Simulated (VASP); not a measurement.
Dy3TaF2: single point with PBE

Dy3TaF2:

```xyz
6
Lattice="4.0782 0.0000 0.0000 -2.0391 3.5318 0.0000 0.0000 0.0000 8.0220" Properties=species:S:1:pos:R:3 pbc="T T T"
Dy    2.0391    1.1773    4.0110
Dy    0.0000    0.0000    0.0000
Dy    0.0000    0.0000    4.0110
Ta    2.0391    1.1773    0.0000
F     0.0000    2.3546    1.9479
F     0.0000    2.3546    6.0741
```

The cell was built from a structure type or drawn by symmetry, and may not be a known phase.

* Program: VASP 6.6.1
* Task: single point
* Functional: PBE
* Potentials or basis: VASP PAW PBE potentials, release 64 (Dy_3, Ta_pv, F), 4f in core
* Cutoff: 600 eV
* k mesh: 6 × 6 × 2
* Occupations: gaussian, width 0.1 eV
* Spin: collinear spin
* Starting moments: [0.0, 0.0, 0.0, 1.0, 0.0, 0.0] μB

```yaml
Pressure: 21.4 GPa
Largest_force: 0.328 eV/Å
Net_moment: 0.22 μB per cell
Site_moments: Dy +0.01, +0.04, -0.00; Ta +0.11; F +0.01 μB
Valence_electrons_inside_the_program's_atomic_spheres: Dy 9.04, 9.22, 9.03; Ta 9.31; F 5.97
```

Forces in eV/Å, atoms in the order of the input:
```
Dy   0.000  0.000  0.000
Dy   0.000  0.000  0.000
Dy   0.000  0.000  0.000
Ta   0.000  0.000  0.000
F    0.000  0.000  0.328
F    0.000  0.000 -0.328
```

Stress tensor (GPa, compression positive):
```
35.68  0.00  0.00
 0.00 35.68  0.00
 0.00  0.00 -7.04
```

Levels at points of the mesh, in eV from the Fermi level:
Spin up:
```csv
k point,band 24,band 25,band 26,band 27,band 28,band 29
"(0.00, 0.00, 0.00)",-0.65,-0.65,0.29,0.29,1.31,1.59
"(0.50, 0.00, 0.00)",-0.70,-0.69,-0.46,-0.46,-0.10,0.80
"(0.00, 0.00, 0.50)",-0.99,-0.43,-0.43,0.00,0.00,1.61
"(0.50, 0.00, 0.50)",-0.80,-0.37,-0.36,-0.23,-0.16,0.71
```
Spin down:
| k point | band 23 | band 24 | band 25 | band 26 | band 27 | band 28 |
| --- | --- | --- | --- | --- | --- | --- |
| (0.00, 0.00, 0.00) | -0.95 | -0.60 | -0.60 | 0.31 | 0.31 | 1.39 |
| (0.50, 0.00, 0.00) | -0.76 | -0.66 | -0.64 | -0.45 | -0.45 | 0.07 |
| (0.00, 0.00, 0.50) | -1.04 | -0.96 | -0.37 | -0.37 | 0.00 | 0.00 |
| (0.50, 0.00, 0.50) | -0.85 | -0.75 | -0.36 | -0.34 | -0.18 | -0.09 |

Run time: 2 min on 1 thread of Intel(R) Xeon(R) 6975P-C (Granite Rapids), on a shared host, peak memory 0.41 GiB.

Caveat: the k points lie up to 0.39 Å⁻¹ apart; the magnetic or orbital state may not be the lowest; spin-orbit coupling is left out, which moves the levels of the heavy elements; the 4f electrons are frozen in the core, so they carry no moment and show no levels. With open d or f shells a metallic result of PBE can be an artefact of self-interaction; +U or a hybrid may open a gap.
